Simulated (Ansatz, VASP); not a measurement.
# YS in VASP and in Ansatz

The input INCAR:

```
ALGO = Normal
EDIFF = 1E-7
ENCUT = 520
GGA = CA
ISIF = 2
ISMEAR = -1
LASPH = True
LCHARG = True
LELF = True
LREAL = False
LVHAR = True
LWAVE = False
NBANDS = 16
NELM = 80
PREC = Accurate
SIGMA = 0.01
```

KPOINTS

```
k-points
0
Gamma
  8 8 8
```

The input POSCAR:

```
YS
1.0
    0.0000000000      2.7974607202      2.7974607202
    2.7974607202      0.0000000000      2.7974607202
    2.7974607202      2.7974607202      0.0000000000
Y S
1 1
Direct
    0.5000000000      0.5000000000      0.5000000000
    0.0000000000      0.0000000000      0.0000000000
```

Input for Ansatz:

```yaml
crystal:
  lattice:
    - [0.0, 2.7974607202, 2.7974607202]
    - [2.7974607202, 0.0, 2.7974607202]
    - [2.7974607202, 2.7974607202, 0.0]
  atoms:
    - { symbol: "Y", position: [0.5, 0.5, 0.5] }
    - { symbol: S, position: [0.0, 0.0, 0.0] }
kpoints:
  mp_grid: { grid: [8, 8, 8] }
  band_path:
    path:
      - [0.0, 0.0, 0.0]
      - [0.5, 0.0, 0.5]
      - [0.625, 0.25, 0.625]
      - [0.375, 0.375, 0.75]
      - [0.0, 0.0, 0.0]
      - [0.5, 0.5, 0.5]
      - [0.5, 0.25, 0.75]
      - [0.5, 0.0, 0.5]
    npoints: 5
scf:
  occupations: { method: fermi_dirac, width: 0.01 }
hamiltonian:
  xc: lda
  pseudopotentials: { kind: all_electron, lapw: { basis_error: 0.00025 } }
output:
  forces: true
  stress: true
  eigenvalues: true
```

Change from the starting cell: volume scaled by 1.06.

Alike in both runs: task single point; functional LDA; k mesh 8 × 8 × 8; occupations fermi-dirac, width 0.01 eV; no spin polarisation.

|  | VASP | Ansatz |
| --- | --- | --- |
| version | VASP 6.6.1 | Ansatz 0.2.0 |
| potentials or method | VASP PAW LDA potentials, release 64 (Y_sv, S), cutoff 520 eV | all-electron LAPW, scalar-relativistic |

VASP gave:

| Item | Value |
| --- | --- |
| pressure (GPa) | -8.5 |

Estimate Ansatz's values.

pressure (GPa): -8.6.

LDA's correlation is that of Perdew and Zunger in VASP and of Perdew and Wang (1992) in Ansatz. Ansatz ran all-electron here, and VASP with PAW potentials.
